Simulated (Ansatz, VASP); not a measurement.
# One calculation of Te2Mo, two programs

Contents of INCAR:

```
ALGO = Normal
DIPOL = 0.5 0.5 0.500
EDIFF = 1E-6
ENCUT = 520
GGA = PE
IDIPOL = 3
ISIF = 2
ISMEAR = 0
IVDW = 12
LASPH = T
LCHARG = T
LDIPOL = T
LELF = T
LREAL = F
LVACPOTAV = T
LVHAR = T
LWAVE = F
NBANDS = 20
NELM = 80
PREC = Accurate
SIGMA = 0.02
```

KPOINTS

```
k-points
0
Gamma
  9 9 1
```

File POSCAR:

```
Te2Mo
1.0
    3.5970000000      0.0000000000      0.0000000000
   -1.7985000000      3.1150933774      0.0000000000
    0.0000000000      0.0000000000     33.2698832047
Te Mo
2 1
Direct
    0.3333333333      0.6666666667      0.4415988332
    0.3333333333      0.6666666667      0.5584011668
    0.6666666667      0.3333333333      0.5000000000
```

Input for Ansatz:

```yaml
crystal:
  lattice:
    - [3.597, 0.0, 0.0]
    - [-1.7985, 3.1150933774, 0.0]
    - [0.0, 0.0, 33.2698832047]
  atoms:
    - { symbol: Te, position: [0.3333333333, 0.6666666667, 0.4415988332] }
    - { symbol: Mo, position: [0.6666666667, 0.3333333333, 0.5] }
    - { symbol: Te, position: [0.3333333333, 0.6666666667, 0.5584011668] }
  periodic: [true, true, false]
basis:
  ecutwfc: 420
kpoints:
  mp_grid: { grid: [9, 9, 1] }
hamiltonian:
  xc: pbe
  pseudopotentials: { kind: paw, azcp: { folder: soft_1 } }
  dispersion: d3bj
scf:
  occupations: { method: gaussian, width: 0.02 }
output:
  forces: true
  stress: true
  eigenvalues: true
```

Alike in both runs: task single point; functional PBE; dispersion D3(BJ); k mesh 9 × 9 × 1; occupations gaussian, width 0.02 eV; no spin polarisation.

|  | VASP | Ansatz |
| --- | --- | --- |
| version | VASP 6.6.1 | Ansatz 0.2.0 |
| potentials or method | VASP PAW PBE potentials, release 64 (Te, Mo_sv), cutoff 520 eV | scalar-relativistic, plane waves, PAW |
| valence electrons in the cell | 26 | 46 |

VASP gave:

```
gap on the k mesh at the Fermi level (eV) : 1.00
least direct gap on the mesh (eV)         : 1.10
rms of the force components (eV/Å)        : 0.821
```

Task: Estimate Ansatz's values.

Result: gap on the k mesh at the Fermi level (eV): 1.00; least direct gap on the mesh (eV): 1.10; rms of the force components (eV/Å): 0.824.

VASP's potentials hold 26 valence electrons a cell and Ansatz's 46, so a difference there can come from the potentials and not from the codes.

Neither program's run includes spin-orbit coupling.
